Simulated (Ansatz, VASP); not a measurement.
**AlN in VASP and in Ansatz**

INCAR

```
ALGO = Normal ; EDIFF = 1E-7
ENCUT = 520 ; GGA = PE
ISIF = 2 ; ISMEAR = 0
LASPH = True ; LCHARG = False
LREAL = False ; LWAVE = False
NBANDS = 11 ; NELM = 80
PREC = Accurate ; SIGMA = 0.05
```

Contents of KPOINTS:

```
k-points
0
Gamma
  10 10 10
```

File POSCAR:

```
AlN
1.0
    0.0421645289      2.1090531995      2.1090531995
    2.1090531995      0.0421645289      2.1090531995
    2.1090531995      2.1090531995      0.0421645289
Al N
1 1
Direct
    0.5000000000      0.5000000000      0.5000000000
    0.0000000000      0.0000000000      0.0000000000
```

Input for Ansatz:

```yaml
crystal:
  lattice:
    - [0.0421645289, 2.1090531995, 2.1090531995]
    - [2.1090531995, 0.0421645289, 2.1090531995]
    - [2.1090531995, 2.1090531995, 0.0421645289]
  atoms:
    - { symbol: Al, position: [0.5, 0.5, 0.5] }
    - { symbol: "N", position: [0.0, 0.0, 0.0] }
basis:
  ecutwfc: 520.0
kpoints:
  mp_grid: { grid: [10, 10, 10] }
hamiltonian:
  xc: pbe
  pseudopotentials: { kind: paw, azcp: { folder: soft_1 } }
scf:
  occupations: { method: gaussian, width: 0.05 }
output:
  forces: true
  stress: true
  eigenvalues: true
```

Alike in both runs: task single point; functional PBE; k mesh 10 × 10 × 10; occupations gaussian, width 0.05 eV; no spin polarisation.

|  | VASP | Ansatz |
| --- | --- | --- |
| version | VASP 6.6.1 | Ansatz 0.2.0 |
| potentials or method | VASP PAW PBE potentials, release 64 (Al, N), cutoff 520 eV | scalar-relativistic, plane waves, PAW |
| valence electrons in the cell | 8 | 8 |

VASP gave:

| Quantity | Value |
| --- | --- |
| gap on the k mesh at the Fermi level (eV) | 3.52 |
| least direct gap on the mesh (eV) | 4.18 |
| pressure (GPa) | -16.6 |
| traceless stress, the component that is largest in VASP (GPa) | -5.68 |

Problem. Which values does Ansatz return?

Solution. gap on the k mesh at the Fermi level (eV): 3.54; least direct gap on the mesh (eV): 4.17; pressure (GPa): -16.5; traceless stress, the component that is largest in VASP (GPa): -5.68.
